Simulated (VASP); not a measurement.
A run of VASP 6.6.1:

INCAR

```
SYSTEM = InP
  PREC = Accurate
  ENCUT = 500
  EDIFF = 1E-8
  ISMEAR = 0
  SIGMA = 0.01
  LREAL = .False.
  LASPH = .True.
  NELM = 120
  ALGO = Normal
  ISIF = 2
  LWAVE = .False.
  LCHARG = .True.
  GGA = PE
  IBRION = 8
  NSW = 1
  LEPSILON = .True.
  GGA_COMPAT = .False.
```

File KPOINTS:

```
regular mesh
0
Gamma
  10 10 10
  0 0 0
```

File POSCAR:

```
InP
1.0
    0.0000000000      2.9134368086      2.9134368086
    2.9134368086      0.0000000000      2.9134368086
    2.9134368086      2.9134368086      0.0000000000
In P
1 1
Direct
    0.0000000000      0.0000000000      0.0000000000
    0.7500000000      0.7500000000      0.7500000000
```

Potentials or basis: VASP PAW PBE potentials, release 64 (In_d, P).

Run with:

```console
$ cat potpaw_PBE.64/In_d/POTCAR potpaw_PBE.64/P/POTCAR > POTCAR
$ mpirun -np 1 vasp_std > vasp.out
```

Hardware: 1 thread of AMD EPYC 7R13 Processor (Zen 3) (shared host).

Task: Estimate the wall time of this run.

Result: Run time: 14 min on 1 thread of AMD EPYC 7R13 Processor (Zen 3) (shared host), peak memory 0.38 GiB. Counts: scf iterations 221, k points 47.
